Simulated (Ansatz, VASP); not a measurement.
**La2O3 in VASP and in Ansatz**

```
La O
1.0
     3.97445    0.00000    0.00000
    -1.98723    3.44198    0.00000
     0.00000    0.00000    6.18749
La O
2 3
Direct
  0.66667 0.33333 0.75202
  0.33333 0.66667 0.24798
  0.66667 0.33333 0.35431
  0.33333 0.66667 0.64569
  0.00000 0.00000 0.00000
```

Change from the starting cell: hydrostatic strain +1.0%.

Alike in both runs: task single point; functional PBE; k mesh 12 × 12 × 4; occupations fermi-dirac, width 0.02 eV; no spin polarisation.

|  | VASP | Ansatz |
| --- | --- | --- |
| version | VASP 6.6.1 | Ansatz 0.2.0 |
| potentials or method | VASP PAW PBE potentials, release 64 (La, O) | plane waves, PAW |
| plane-wave cutoff (eV) | 520 | 420 |
| valence electrons in the cell | 40 | 40 |

```tsv
	VASP	Ansatz	Ansatz less VASP
gap on the k mesh at the Fermi level (eV)	3.80	3.79	-0.013
pressure (GPa)	-2.5	-2.2	+0.27
traceless stress, the component that is largest in VASP (GPa)	0.90	0.86	-0.034
rms of the force components (eV/Å)	0.014	0.010	-0.0044
```

Atom by atom the forces differ by 0.005 eV/Å (rms over components). With one functional, cell and mesh, what is left measures potentials, basis and numerics.

Spin-orbit coupling is off throughout.
